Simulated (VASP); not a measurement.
Wanted: the native input for a VASP 6.6.1 run.

| Quantity | Value |
| --- | --- |
| Task | single point |
| Functional | revPBE |
| Potentials or basis | VASP PAW PBE potentials, release 64 (Te) |
| Cutoff | 520 eV |
| k mesh | 10 × 10 × 5 |
| Occupations | fermi-dirac, width 0.1 eV |
| Spin | no spin polarisation |
| Dipole correction | no |
| Further INCAR settings | ALGO = Normal; EDIFF = 1e-07; NBANDS = 20 |

The structure of Te lies in POSCAR:

```
Te
1.0
    4.2950400623      0.0000000000      0.0000000000
   -2.1475200311      3.7196138043      0.0000000000
    0.0000000000      0.0000000000      8.3107991365
Te
4
Direct
    0.0000000000      1.0000000000      0.0000000000
    0.0000000000      1.0000000000      0.5000000000
    0.3333333333      0.6666666667      0.2500000000
    0.6666666667      0.3333333333      0.7500000000
```

This isn't the form of Te at room conditions, which is trigonal, of chains.

The input as run:

INCAR

```
SYSTEM = Te
PREC = Accurate ; ENCUT = 520
EDIFF = 1E-7 ; ISMEAR = -1
SIGMA = 0.1 ; LREAL = .False.
LASPH = .True. ; NELM = 100
ALGO = Normal ; ISIF = 2
LWAVE = .False. ; LCHARG = .True.
GGA = RE ; LELF = .True.
LVHAR = .True. ; NBANDS = 20
```

KPOINTS

```
Automatic mesh
0
Gamma
  10 10 5
  0 0 0
```

Potentials or basis: VASP PAW PBE potentials, release 64 (Te).

Command:

```console
$ cat potpaw_PBE.64/Te/POTCAR > POTCAR
$ mpirun -np 1 vasp_std > vasp.out
```

It gave:

| Property | Result |
| --- | --- |
| Pressure | 0.0 GPa |
| Band gap on the k mesh | zero (bands 12 and 13 overlap by 1.86 eV) |

Caveat: the PAW data sets were made with another functional, which shifts forces and pressure a little; spin-orbit coupling is left out, which moves the levels of the heavy elements.

It took 48 s on 1 thread of Oxide Virtual Turin-like Processor, on a shared host, peak memory 0.24 GiB.
